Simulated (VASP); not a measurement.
# AlCo (CsCl type) (Pm-3m) in VASP: further runs

AlCo (CsCl type) is run at these levels: PBE; tasks: single point, relaxation of cell and atoms.

Everything below comes from runs of VASP 6.6.1. Logs are shortened: lines on timing, memory, paths and dates and some standing lists are left out, and cuts for length are marked.

## 1. The cell of the first run

Symmetry: Pm-3m, No. 221, cubic system. Conventional cell: a = 2.601 Å, b = 2.601 Å, c = 2.601 Å, α = 90.00°, β = 90.00°, γ = 90.00°. Co (site symmetry m-3m) has 8 Al at 2.25 Å and 6 Co at 2.60 Å within 3.0 Å. Al (site symmetry m-3m) has 8 Co at 2.25 Å and 6 Al at 2.60 Å within 3.0 Å.

## 2. Single point, PBE

File INCAR:

```
SYSTEM = AlCo
ALGO = Normal
EDIFF = 1E-7
ENCUT = 520
GGA = PE
ISIF = 2
ISMEAR = -1
LASPH = .True.
LCHARG = .True.
LELF = .True.
LREAL = .False.
LVHAR = .True.
LWAVE = .False.
NBANDS = 13
NELM = 80
PREC = Accurate
SIGMA = 0.08
```

File KPOINTS:

```
k-points
0
Gamma
  15 15 15
  0 0 0
```

File POSCAR:

```
AlCo
1.0
    2.6010560851      0.0000000000      0.0000000000
    0.0000000000      2.6010560851      0.0000000000
    0.0000000000      0.0000000000      2.6010560851
Co Al
1 1
Direct
    0.0000000000      0.0000000000      0.0000000000
    0.5000000000      0.5000000000      0.5000000000
```

Potentials or basis: VASP PAW PBE potentials, release 64 (Co, Al).

Launch:

```sh
> cat potpaw_PBE.64/Co/POTCAR potpaw_PBE.64/Al/POTCAR > POTCAR
> mpirun -np 1 vasp_std > vasp.out
```

OUTCAR:

```text
SYSTEM = AlCo
   EDIFF = 1E-7
   ENCUT = 520
   GGA = PE
   ISIF = 2
   ISMEAR = -1
   LASPH = .True.
   LREAL = .False.
   NELM = 80
   PREC = Accurate

 ion  position               nearest neighbor table
   1  0.000  0.000  0.000-   2 2.25   2 2.25   2 2.25   2 2.25   2 2.25   2 2.25   2 2.25   2 2.25

   2  0.500  0.500  0.500-   1 2.25   1 2.25   1 2.25   1 2.25   1 2.25   1 2.25   1 2.25   1 2.25

  LATTYP: Found a simple cubic cell.
 ALAT       =     2.6010560851

  Lattice vectors:

 A1 = (   2.6010560851,   0.0000000000,   0.0000000000)
 A2 = (   0.0000000000,   2.6010560851,   0.0000000000)
 A3 = (   0.0000000000,   0.0000000000,   2.6010560851)

Analysis of symmetry for initial positions (statically):
=====================================================================
 Subroutine PRICEL returns:
 Original cell was already a primitive cell.

 Routine SETGRP: Setting up the symmetry group for a
 simple cubic supercell.

 Subroutine GETGRP returns: Found 48 space group operations
 (whereof 48 operations were pure point group operations)
 out of a pool of 48 trial point group operations.

The static configuration has the point symmetry O_h .

Analysis of symmetry for dynamics (positions and initial velocities):
=====================================================================
 Subroutine PRICEL returns:
 Original cell was already a primitive cell.

 Routine SETGRP: Setting up the symmetry group for a
 simple cubic supercell.

 Subroutine GETGRP returns: Found 48 space group operations
 (whereof 48 operations were pure point group operations)
 out of a pool of 48 trial point group operations.

The dynamic configuration has the point symmetry O_h .

 Subroutine INISYM returns: Found 48 space group operations
 (whereof 48 operations are pure point group operations),
 and found     1 'primitive' translations

----------------------------------------------------------------------------------------

                                     Primitive cell

  volume of cell :      17.5974

  direct lattice vectors                    reciprocal lattice vectors
     2.601056085  0.000000000  0.000000000     0.384459222  0.000000000  0.000000000
     0.000000000  2.601056085  0.000000000     0.000000000  0.384459222  0.000000000
     0.000000000  0.000000000  2.601056085     0.000000000  0.000000000  0.384459222

  length of vectors
     2.601056085  2.601056085  2.601056085     0.384459222  0.384459222  0.384459222

  position of ions in fractional coordinates (direct lattice)
     0.000000000  0.000000000  0.000000000
     0.500000000  0.500000000  0.500000000

  ion indices of the primitive-cell ions
   primitive index   ion index
                 1           1
                 2           2

----------------------------------------------------------------------------------------

 KPOINTS: k-points

Automatic generation of k-mesh.
 Grid dimensions read from file:
 generate k-points for:   15   15   15

 Generating k-lattice:

  Cartesian coordinates                     Fractional coordinates (reciprocal lattice)
     0.025630615  0.000000000  0.000000000     0.066666667  0.000000000  0.000000000
     0.000000000  0.025630615  0.000000000     0.000000000  0.066666667  0.000000000
     0.000000000  0.000000000  0.025630615     0.000000000  0.000000000  0.066666667

  Length of vectors
     0.025630615  0.025630615  0.025630615

  Shift w.r.t. Gamma in fractional coordinates (k-lattice)
     0.000000000  0.000000000  0.000000000

 Subroutine IBZKPT returns following result:
 ===========================================

 Found    120 irreducible k-points:

 Following reciprocal coordinates:
            Coordinates               Weight
  0.000000  0.000000  0.000000      1.000000
  0.066667  0.000000  0.000000      6.000000
  0.133333  0.000000  0.000000      6.000000
  0.200000  0.000000  0.000000      6.000000
  0.266667  0.000000  0.000000      6.000000
  0.333333  0.000000  0.000000      6.000000
[... 16 lines left out ...]
  0.266667  0.200000  0.000000     24.000000
  0.333333  0.200000  0.000000     24.000000
 [... further k-points ...]
   k-points           NKPTS =    120   k-points in BZ     NKDIM =    120   number of bands    NBANDS=     13
   number of dos      NEDOS =    301   number of ions     NIONS =      2
   total plane-waves  NPLWV =   8000
   dimension x,y,z NGX =    20 NGY =   20 NGZ =   20
   dimension x,y,z NGXF=    40 NGYF=   40 NGZF=   40
   ions per type =               1   1
   NGX,Y,Z   is equivalent  to a cutoff of  12.78, 12.78, 12.78 a.u.
   NGXF,Y,Z  is equivalent  to a cutoff of  25.57, 25.57, 25.57 a.u.
 SYSTEM =  AlCo
   PREC   = accura    normal or accurate (medium, high low for compatibility)
   ISTART =      0    job   : 0-new  1-cont  2-samecut
   ICHARG =      2    charge: 1-file 2-atom 10-const
   ISPIN  =      1    spin polarized calculation?
   LNONCOLLINEAR =      F non collinear calculations
   LSORBIT =      F    spin-orbit coupling
   LASPH  =      T    aspherical Exc in radial PAW
   ENCUT  =  520.0 eV  38.22 Ry    6.18 a.u.   4.84  4.84  4.84*2*pi/ulx,y,z
   NELM   =     80;   NELMIN=  2; NELMDL= -5     # of ELM steps
   EDIFF  = 0.1E-06   stopping-criterion for ELM
   LREAL  =      F    real-space projection
   EDIFFG = 0.1E-05   stopping-criterion for IOM
   NSW    =      0    number of steps for IOM
   IBRION =     -1    ionic relax: 0-MD 1-quasi-New 2-CG
   NFREE  =      0    steps in history (QN), initial steepest desc. (CG)
   ISIF   =      2    stress and relaxation
   ISYM   =      2    0-nonsym 1-usesym 2-fastsym
   POTIM  = 0.5000    time-step for ionic-motion
   TEBEG  =    0.0;   TEEND  =   0.0 temperature during run
   PSTRESS=    0.0 pullay stress
   NELECT =      12.0000    total number of electrons
   NUPDOWN=      -1.0000    fix difference up-down
   EMIN   =  10.00;   EMAX   =-10.00  energy-range for DOS
   EFERMI =   0.00;   METHOD = LEGACY
   ISMEAR =    -1;   SIGMA  =   0.08  broadening in eV -4-tet -1-fermi 0-gaus
   EFERMI_NEDOS =   21; number of points for ismear=-14 and -15
   IALGO  =     38    algorithm
   IMIX   =      4    mixing-type and parameters
     AMIX     =   0.40;   BMIX     =  1.00
     AMIX_MAG =   1.60;   BMIX_MAG =  1.00
  volume/ion in A,a.u.               =       8.80        59.38
  Fermi-wavevector in a.u.,A,eV,Ry     =   1.440961  2.723021 28.250706  2.076368
  Thomas-Fermi vector in A             =   2.559647
   LORBIT       =      0    0 simple, 1 ext, 2 COOP (PROOUT), +10 PAW based schemes
   GGA     = PE    functional components
   LHFCALC =     F    Hartree Fock is set to
   AEXX    =    0.0000 exact exchange contribution
   IVDW    =     0    specifies the selected vdW correction
   LEPSILON=     F    determine dielectric tensor
   LRPA    =     F    only Hartree local field effects (RPA)
 non-spin polarized calculation
  energy-cutoff  :      520.00
  volume of cell :       17.60
 maximum number of plane-waves:       487
 NGX is ok and might be reduce to    20
   NGX =  9   NGY =  9   NGZ =  9

 number of electron      11.9999999 magnetization

 Free energy of the ion-electron system (eV)
  ---------------------------------------------------
  ext. energy  EPLUGINS =         0.00000000
  ---------------------------------------------------
  free energy    TOTEN  =       -10.77642301 eV

  energy without entropy =      -10.76602585  energy(sigma->0) =      -10.77122443

 E-fermi :  14.7780     XC(G=0): -13.6716

 val. band max:       14.7364575970   @ k =   0.4667   0.4000   0.0667
 cond. band min:      14.7956572046   @ k =   0.4667   0.4667   0.2000
 fundamental gap:      0.0591996075
 Fermi energy:        14.7780131156

 k-point     1 :       0.0000    0.0000    0.0000
  band No.  band energies     occupation
      1       1.7045      2.00000
      2      10.2983      2.00000
      3      10.2983      2.00000
      4      13.5254      2.00000
      5      13.5254      2.00000
      6      13.5254      2.00000
      7      22.3099      0.00000
      8      22.3099      0.00000
      9      22.3099      0.00000
     10      24.7047      0.00000
     11      24.7047      0.00000
     12      35.9645      0.00000
     13      40.0278      0.00000

 k-point     2 :       0.0667    0.0000    0.0000
  band No.  band energies     occupation
      1       1.8076      2.00000
      2      10.3020      2.00000
      3      10.3329      2.00000
      4      13.4609      2.00000
      5      13.4609      2.00000
      6      13.5328      2.00000
      7      21.2655      0.00000
      8      22.4511      0.00000
      9      22.4511      0.00000
     10      24.6587      0.00000
     11      25.7176      0.00000
     12      36.2293      0.00000
     13      38.7955      0.00000

 k-point     3 :       0.1333    0.0000    0.0000
  band No.  band energies     occupation
      1       2.1143      2.00000
      2      10.2919      2.00000
      3      10.4326      2.00000
      4      13.2857      2.00000
      5      13.2858      2.00000
      6      13.5538      2.00000
      7      19.6070      0.00000
      8      22.8564      0.00000
      9      22.8564      0.00000
     10      24.5236      0.00000
     11      27.2848      0.00000
     12      37.0294      0.00000
     13      37.0621      0.00000

 k-point     4 :       0.2000    0.0000    0.0000
  band No.  band energies     occupation
      1       2.6174      2.00000
      2      10.2019      2.00000
      3      10.5843      2.00000
      4      13.0445      2.00000
      5      13.0445      2.00000
      6      13.5849      2.00000
      7      18.0343      0.00000
      8      23.4810      0.00000
      9      23.4810      0.00000
     10      24.3107      0.00000
     11      28.7463      0.00000
     12      35.3439      0.00000
     13      35.3439      0.00000

 k-point     5 :       0.2667    0.0000    0.0000
  band No.  band energies     occupation
      1       3.3040      2.00000
      2       9.9223      2.00000
      3      10.7664      2.00000
      4      12.7879      2.00000
      5      12.7879      2.00000
      6      13.6209      2.00000
      7      16.7437      0.00000
      8      24.0445      0.00000
      9      24.2719      0.00000
     10      24.2719      0.00000
     11      30.0269      0.00000
     12      33.7108      0.00000
     13      33.7108      0.00000
[... 257 lines left out ...]
 k-point    22 :       0.2000    0.2000    0.0000
  band No.  band energies     occupation
      1       3.4949      2.00000
      2      10.5378      2.00000
      3      10.5479      2.00000
      4      12.4744      2.00000
      5      13.0582      2.00000
      6      13.1671      2.00000
      7      18.0108      0.00000
      8      19.8731      0.00000
      9      24.6575      0.00000
     10      25.9279      0.00000
     11      31.3534      0.00000
     12      31.5902      0.00000
     13      35.5157      0.00000

 k-point    23 :       0.2667    0.2000    0.0000
  band No.  band energies     occupation
      1       4.1511      2.00000
      2      10.2797      2.00000
      3      10.7702      2.00000
      4      12.2636      2.00000
      5      12.8485      2.00000
      6      13.1630      2.00000
      7      17.0573      0.00000
      8      20.0204      0.00000
      9      25.4578      0.00000
     10      25.5926      0.00000
     11      30.3449      0.00000
     12      33.0462      0.00000
     13      34.2145      0.00000

 k-point    24 :       0.3333    0.2000    0.0000
  band No.  band energies     occupation
      1       4.9599      2.00000
      2       9.7296      2.00000
      3      11.0147      2.00000
      4      12.1509      2.00000
      5      12.6267      2.00000
      6      13.1961      2.00000
      7      16.0968      0.00000
      8      20.5787      0.00000
      9      24.9133      0.00000
     10      26.3832      0.00000
     11      29.7660      0.00000
     12      32.7341      0.00000
     13      34.1715      0.00000

 [... further k-points ...]
[... 5 lines left out ...]
  --------------------------------------------------------------------------------------
  -------------------------------------------------------------------------------------
  Total        9.7748621      9.7748621      9.7748621     -0.0000000      0.0000000     -0.0000000
  in kB      889.9632456    889.9632456    889.9632456     -0.0000000      0.0000000     -0.0000000
  external PRESSURE =     889.9632456 kB  Pullay stress =       0.0000000 kB

 VOLUME and BASIS-vectors are now :
 -----------------------------------------------------------------------------
  energy-cutoff  :      520.00
  volume of cell :       17.60
      direct lattice vectors                 reciprocal lattice vectors
     2.601056085  0.000000000  0.000000000     0.384459222  0.000000000  0.000000000
     0.000000000  2.601056085  0.000000000     0.000000000  0.384459222  0.000000000
     0.000000000  0.000000000  2.601056085     0.000000000  0.000000000  0.384459222

 POSITION                                       TOTAL-FORCE (eV/Angst)
 -----------------------------------------------------------------------------------
      0.00000      0.00000      0.00000         0.000000      0.000000      0.000000
      1.30053      1.30053      1.30053         0.000000      0.000000      0.000000
 -----------------------------------------------------------------------------------
    total drift:                                0.000000      0.000000      0.000000

  FREE ENERGIE OF THE ION-ELECTRON SYSTEM (eV)
  ---------------------------------------------------
  free  energy   TOTEN  =       -10.7764230069 eV

  energy  without entropy=      -10.7660258462  energy(sigma->0) =      -10.77122443
```

Wall time 21 s (1 thread of Intel Xeon Platinum 8375C at 2.90GHz (Ice Lake), shared host); peak memory 0.14 GiB.

What came out:

```yaml
Free_energy: -10.7764 eV
Pressure: 89.0 GPa
Band_gap_on_the_k_mesh: zero (band 6 reaches 16.71 eV, above the bottom of band 7 at 14.50 eV)
```

Spin polarisation is off, so any magnetic state and its effect on volume and gap are missing.

(Continued in part 2 of 2.)
